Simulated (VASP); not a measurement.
A run of VASP 6.6.1:

INCAR

```
SYSTEM = AlH2
  PREC = Accurate
  ENCUT = 600
  EDIFF = 1E-7
  ISMEAR = 0
  SIGMA = 0.1
  LREAL = .False.
  LASPH = .True.
  NELM = 100
  ALGO = Normal
  ISIF = 3
  LWAVE = .False.
  LCHARG = .False.
  GGA = PE
  IBRION = 2
  NSW = 90
  EDIFFG = -0.04
```

KPOINTS

```
regular mesh
0
Gamma
  6 6 4
  0 0 0
```

POSCAR

```
AlH2
1.0
    4.4852903500      0.0000000000      0.0000000000
   -2.2426451800      3.8843753900      0.0000000000
    0.0000000000      0.0000000000      3.7465540800
Al H
2 4
Direct
    0.3333333300      0.6666666700      0.0000000000
    0.6666666700      0.3333333300      0.0000000000
    0.5000000000      0.0000000000      0.0000000000
    0.0000000000      0.5000000000      0.0000000000
    0.5000000000      0.5000000000      0.0000000000
    0.0000000000      0.0000000000      0.5000000000
```

Potentials or basis: VASP PAW PBE potentials, release 64 (Al, H).

Run with:

```sh
$ cat potpaw_PBE.64/Al/POTCAR potpaw_PBE.64/H/POTCAR > POTCAR
$ mpirun -np 1 vasp_std > vasp.out
```

Hardware: 1 thread of Intel(R) Xeon(R) Platinum 8488C (Sapphire Rapids), with other jobs on the host.

Task: Estimate the wall time of this run.

Result: Run time: 61 s on 1 thread of Intel(R) Xeon(R) Platinum 8488C (Sapphire Rapids), on a shared host, peak memory 0.19 GiB. Counts: scf iterations 105, k points 21, ion steps 11.
